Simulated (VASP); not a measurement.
## SiO2: single point with HSE06

SiO2:

```
Si O
1.0
    -0.06954    2.21727    2.21727
     2.21727   -0.06954    2.21727
     2.21727    2.21727   -0.06954
Si O
1 2
Cartesian
  0.0000 0.0000 0.0000
  1.0882 1.0882 1.0882
  3.2768 3.2768 3.2768
```

This cell differs from its parent crystal: epitaxial 111 strain +1.0%.

```
Program                            : VASP 6.6.1
Task                               : single point
Functional                         : HSE06
Potentials or basis                : VASP PAW PBE potentials, release 64 (Si, O)
Cutoff                             : 520 eV
k mesh                             : 6 × 6 × 6
Occupations                        : gaussian, width 0.01 eV
Spin                               : no spin polarisation
Dipole correction                  : no
Grid for exact exchange (PRECFOCK) : Normal
Further INCAR settings             : ALGO = Normal; EDIFF = 1e-07; NBANDS = 15
Share of exact exchange            : 0.25
Screening parameter                : 0.2079 1/Å
```

```yaml
Pressure: 2.0 GPa
Largest_force: 0.027 eV/Å
Band_gap_on_the_k_mesh: 3.68 eV
```

Forces in eV/Å, atoms in the order of the input:
```
Si   0.000  0.000  0.000
O   -0.016 -0.016 -0.016
O    0.016  0.016  0.016
```

Stress tensor (GPa, compression positive):
```
 1.98 -3.10 -3.10
-3.10  1.98 -3.10
-3.10 -3.10  1.98
```

Levels at points of the mesh, in eV from the valence-band top:
```tsv
k point	band 5	band 6	band 7	band 8	band 9	band 10	band 11	band 12
(0.00, 0.00, 0.00)	-6.18	-2.86	-2.25	-2.25	4.08	7.28	7.28	8.72
(0.50, 0.00, 0.00)	-5.48	-5.36	-5.01	-4.82	8.05	11.65	11.77	13.06
(0.50, 0.50, 0.00)	-8.74	-1.27	-0.92	0.00	3.68	10.28	13.54	15.14
(0.50, 0.50, 0.50)	-5.96	-5.61	-4.91	-4.91	8.45	12.26	12.43	12.43
```

It took 19 min on 1 thread of Intel(R) Xeon(R) 6975P-C (Granite Rapids), with other jobs on the host, peak memory 0.25 GiB.

Caveat: the cell differs from its parent crystal (epitaxial 111 strain +1.0%); the PAW data sets were made with another functional, which shifts forces and pressure a little. A k mesh can miss the band edges.
